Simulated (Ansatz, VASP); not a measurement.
**Cd in VASP and in Ansatz**

INCAR

```
PREC     = Accurate       # precision mode
ENCUT    = 520            # plane-wave cutoff, eV
EDIFF    = 1E-7           # SCF threshold, eV
ISMEAR   = -1             # smearing method
SIGMA    = 0.1            # smearing width, eV
LREAL    = False          # projectors in reciprocal space
LASPH    = True           # aspherical terms in the spheres
NELM     = 60             # most SCF steps
ALGO     = Normal         # electronic algorithm
ISIF     = 2              # what is computed and relaxed
LWAVE    = False          # write WAVECAR
LCHARG   = True           # write CHGCAR
GGA      = RP             # functional
LELF     = True           # ELF
LVHAR    = True         
NBANDS   = 12             # bands
```

Contents of KPOINTS:

```
Automatic mesh
0
Gamma
  12 12 12
```

File POSCAR:

```
Cd
1.0
    3.1465448675      0.0000000000      0.0000000000
    0.0000000000      3.1465448675      0.0000000000
    0.0000000000      0.0000000000      3.1465448675
Cd
1
Direct
    0.0000000000      0.0000000000      0.0000000000
```

Input for Ansatz:

```yaml
crystal:
  lattice:
    - [3.1465448675, 0.0, 0.0]
    - [0.0, 3.1465448675, 0.0]
    - [0.0, 0.0, 3.1465448675]
  atoms:
    - { symbol: Cd, position: [0.0, 0.0, 0.0] }
hamiltonian:
  xc: rpbe
  pseudopotentials:
    kind: paw
    azcp:
      Cd: "pseudopotentials/Cd.paw.azcp"
basis:
  ecutwfc: 420
  fft_grid_basis: typed
kpoints:
  mp_grid: { grid: [12, 12, 12], shift: [0, 0, 0] }
magnetization:
  spin_polarized: false
scf:
  occupations: { method: fermi_dirac, width: 0.1 }
  lower_state_search: "off"
output:
  stress: true
```

Alike in both runs: task single point; functional RPBE; k mesh 12 × 12 × 12; occupations fermi-dirac, width 0.1 eV; no spin polarisation.

|  | VASP | Ansatz |
| --- | --- | --- |
| version | VASP 6.6.1 | Ansatz 0.2.0 |
| potentials or method | VASP PAW PBE potentials, release 64 (Cd), cutoff 520 eV | plane waves (420 eV) with PAW, scalar-relativistic |
| valence electrons in the cell | 12 | 20 |

|  | VASP | Ansatz | Ansatz less VASP |
| --- | --- | --- | --- |
| pressure (GPa) | -1.1 | -1.2 | -0.11 |

VASP's potentials were made for PBE, not for RPBE. VASP's potentials hold 12 valence electrons a cell and Ansatz's 20, so a difference there can come from the potentials and not from the codes.
